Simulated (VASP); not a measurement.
Set up this calculation in VASP 6.6.1, as the native input.

| Property | Result |
| --- | --- |
| Task | single point |
| Functional | LDA |
| Potentials or basis | VASP PAW LDA potentials, release 64 (Mg, Sc_sv) |
| Cutoff | 520 eV |
| k mesh | 5 × 5 × 5 |
| Occupations | gaussian, width 0.1 eV |
| Spin | no spin polarisation |
| Dipole correction | no |
| Further INCAR settings | ALGO = Normal; EDIFF = 1e-07; NBANDS = 16 |

The structure of Mg3Sc lies in POSCAR:

```
Mg3Sc
1.0
    4.5131440000      0.0000000000      0.0000000000
    0.0000000000      4.5131440000      0.0000000000
    0.0000000000      0.0000000000      4.5131440000
Mg Sc
3 1
Direct
    0.5000000000      0.5000000000      0.0000000000
    0.0000000000      0.5000000000      0.5000000000
    0.5000000000      0.0000000000      0.5000000000
    0.0000000000      0.0000000000      0.0000000000
```

One way to write it, as run:

INCAR

```
  ALGO = Normal
  EDIFF = 1E-7
  ENCUT = 520
  ISIF = 2
  ISMEAR = 0
  LASPH = True
  LCHARG = False
  LREAL = False
  LWAVE = False
  NBANDS = 16
  NELM = 60
  PREC = Accurate
  SIGMA = 0.1
```

KPOINTS

```
k-points
0
Gamma
  5 5 5
```

Potentials or basis: VASP PAW LDA potentials, release 64 (Mg, Sc_sv).

Run with:

```sh
$ cat potpaw_LDA.64/Mg/POTCAR potpaw_LDA.64/Sc_sv/POTCAR > POTCAR
$ mpirun -np 1 vasp_std > vasp.out
```

It gave:

- Pressure: -3.1 GPa
- Band gap on the k mesh: zero (an odd number of electrons rules out a gap without spin polarisation)

Caveat: the cell stands under tension.

It took 33 s on 1 thread of Intel Xeon 8259CL, on a shared host, peak memory 0.18 GiB.
